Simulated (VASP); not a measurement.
Write the native input for VASP 6.6.1 that does the following.

```yaml
Task: single point
Functional: PBE
Potentials_or_basis: VASP PAW PBE potentials, release 64 (Mn_pv, S)
Cutoff: 520 eV
k_mesh: 7 × 7 × 4
Occupations: fermi-dirac, width 0.05 eV
Spin: collinear spin, ferromagnetic start
Starting_moments: "[1.0, 1.0, 0.0, 0.0] μB"
Fixed_moment: 2 μB
Dipole_correction: no
Further_INCAR_settings: ALGO = Normal; EDIFF = 1e-06; NBANDS = 31
```

The structure of MnS lies in POSCAR:

```
MnS
1.0
    3.9535769233      0.0000000000      0.0000000000
   -1.9767884617      3.4238980514      0.0000000000
    0.0000000000      0.0000000000      6.3425288600
Mn S
2 2
Direct
    0.6666666667      0.3333333333      0.4988446700
    0.3333333333      0.6666666667      0.9988446700
    0.3333333333      0.6666666667      0.6261543000
    0.6666666667      0.3333333333      0.1261543000
```

The input as run:

INCAR

```
SYSTEM = MnS
PREC = Accurate ; ENCUT = 520
EDIFF = 1E-6 ; ISMEAR = -1
SIGMA = 0.05 ; LREAL = .FALSE.
LASPH = .TRUE. ; NELM = 150
ALGO = Normal ; ISIF = 2
LWAVE = .FALSE. ; LCHARG = .TRUE.
ISPIN = 2 ; MAGMOM = 1 1 0 0
LORBIT = 11 ; NUPDOWN = 2.0
LMAXMIX = 4 ; GGA = PE
LELF = .TRUE. ; LVHAR = .TRUE.
NBANDS = 31
```

KPOINTS

```
regular mesh
0
G
  7 7 4
  0 0 0
```

Potentials or basis: VASP PAW PBE potentials, release 64 (Mn_pv, S).

Run with:

```bash
$ cat potpaw_PBE.64/Mn_pv/POTCAR potpaw_PBE.64/S/POTCAR > POTCAR
$ mpirun -np 1 vasp_std > vasp.out
```

It gave:

| Property | Result |
| --- | --- |
| Pressure | -18.0 GPa |
| Largest force | 0.118 eV/Å |
| Net moment | 2.00 μB per cell |
| Site moments | Mn +1.06; S -0.06 μB |
| Valence electrons inside the program's atomic spheres | Mn 11.50; S 3.63 |

Caveat: the cell stands under tension; the total moment is fixed, so each spin has its own Fermi level; only a ferromagnetic start was run, and an antiferromagnetic order may lie lower in energy.

Run time: 92 s on 1 thread of Intel(R) Xeon(R) Platinum 8488C (Sapphire Rapids) (shared host), peak memory 0.28 GiB.
